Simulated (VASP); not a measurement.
Write the native input for VASP 6.6.1 that does the following.

```
Task                   : single point
Functional             : PBE
Potentials or basis    : VASP PAW PBE potentials, release 64 (Si, C)
Cutoff                 : 520 eV
k mesh                 : 12 × 12 × 6
Occupations            : gaussian, width 0.05 eV
Spin                   : no spin polarisation
Dipole correction      : no
Further INCAR settings : ALGO = Normal; EDIFF = 1e-06; NBANDS = 16
```

The structure of SiC lies in POSCAR:

```
SiC
1.0
    3.0919867344      0.0000000000      0.0231899005
   -1.5459933672      2.6777390602     -0.0115949503
    0.0380532345      0.0000000000      5.0737646004
Si C
2 2
Direct
    0.3333333333      0.6666666667      0.0045636718
    0.6666666667      0.3333333333      0.5045636718
    0.3333333333      0.6666666667      0.3804363282
    0.6666666667      0.3333333333      0.8804363282
```

This cell differs from its parent crystal: strain +0.0150 x Voigt [0, 0, 0, 0, 1, 0].

The input as run:

INCAR

```
SYSTEM = SiC
PREC = Accurate
ENCUT = 520
EDIFF = 1E-6
ISMEAR = 0
SIGMA = 0.05
LREAL = .FALSE.
LASPH = .TRUE.
NELM = 80
ALGO = Normal
ISIF = 2
LWAVE = .FALSE.
LCHARG = .FALSE.
GGA = PE
NBANDS = 16
```

KPOINTS

```
Automatic mesh
0
G
  12 12 6
  0 0 0
```

Potentials or basis: VASP PAW PBE potentials, release 64 (Si, C).

Run with:

```bash
$ cat potpaw_PBE.64/Si/POTCAR potpaw_PBE.64/C/POTCAR > POTCAR
$ mpirun -np 1 vasp_std > vasp.out
```

It gave:

```
Pressure               : 0.0 GPa
Largest force          : 0.081 eV/Å
Band gap on the k mesh : 2.29 eV, indirect (least direct gap 3.94 eV)
```

Caveat: the cell differs from its parent crystal (strain +0.0150 x Voigt [0, 0, 0, 0, 1, 0]).

Wall time 43 s on 1 thread of Intel(R) Xeon(R) 6975P-C (Granite Rapids), with other jobs on the host, peak memory 0.25 GiB.
